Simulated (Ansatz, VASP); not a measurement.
# InSb in VASP and in Ansatz

```xyz
2
Lattice="0.0000 3.1811 3.1811 3.1811 0.0000 3.1811 3.1811 3.1811 0.0000" Properties=species:S:1:pos:R:3 pbc="T T T"
In    0.0000    0.0000    0.0000
Sb    1.5906    1.5906    1.5906
```

Change from the starting cell: hydrostatic strain -3.0%.

Alike in both runs: task single point; functional PBE; k mesh 6 × 6 × 6; occupations fermi-dirac, width 0.02 eV; no spin polarisation.

|  | VASP | Ansatz |
| --- | --- | --- |
| version | VASP 6.6.1 | Ansatz 0.2.0 |
| potentials or method | VASP PAW PBE potentials, release 64 (In_d, Sb_d_GW) | plane waves, PAW |
| plane-wave cutoff (eV) | 500 | 420 |
| valence electrons in the cell | 28 | 28 |

|  | VASP | Ansatz | Ansatz less VASP |
| --- | --- | --- | --- |
| pressure (GPa) | 6.3 | 6.3 | 0.00 |

With one functional, cell and mesh, what is left measures potentials, basis and numerics.

Neither program's run includes spin-orbit coupling.
